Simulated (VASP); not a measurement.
The system is CaC2.

```
Ca C
1.0
    -1.93430    1.93430    3.20211
     1.93430   -1.93430    3.20211
     1.93430    1.93430   -3.20211
Ca C
1 2
Direct
  0.00000 0.00000 0.00000
  0.59789 0.59789 0.00000
  0.40211 0.40211 0.00000
```

| Quantity | Value |
| --- | --- |
| Program | VASP 6.6.1 |
| Task | relaxation of cell and atoms |
| Functional | LDA |
| Potentials or basis | VASP PAW LDA potentials, release 64 (Ca_sv, C) |
| Cutoff | 600 eV |
| k mesh | 10 × 10 × 10 |
| Occupations | gaussian, width 0.02 eV |
| Spin | no spin polarisation |

At the start: pressure -4.2 GPa; volume 15.97 Å³/atom.

Task: Where does the relaxation end?

Result: Over 11 steps the energy falls by 16.5 meV/atom and the volume is 14.82 Å³/atom (-7.2 %); space group I4/mmm (No. 139, to 0.05 Å).

The path:
| step | energy change (eV) | largest force (eV/Å) | pressure (GPa) | volume (Å³) |
| --- | --- | --- | --- | --- |
| 1 | 0.0000 | 0.1762 | -4.17 | 47.92 |
| 2 | -0.0419 | 0.8260 | 0.45 | 45.09 |
| 3 | -0.0419 | 0.8494 | 0.64 | 44.99 |
| 4 | -0.0242 | 1.8041 | -1.31 | 43.92 |
| 5 | -0.0476 | 0.0678 | -0.04 | 44.65 |
| 6 | -0.0484 | 0.0581 | -0.10 | 44.63 |
| 7 | -0.0494 | 0.0337 | -0.22 | 44.58 |
| 8 | -0.0492 | 0.1612 | 0.14 | 44.52 |
| 9 | -0.0494 | 0.0247 | -0.11 | 44.56 |
| 10 | -0.0494 | 0.0120 | -0.06 | 44.51 |
| 11 | -0.0494 | 0.0026 | 0.01 | 44.45 |

Final structure:
```
Ca C
1.0
    -1.88096    1.88096    3.14118
     1.88096   -1.88096    3.14118
     1.88096    1.88096   -3.14118
Ca C
1 2
Direct
  0.00000 0.00000 0.00000
  0.59970 0.59970 0.00000
  0.40030 0.40030 0.00000
```
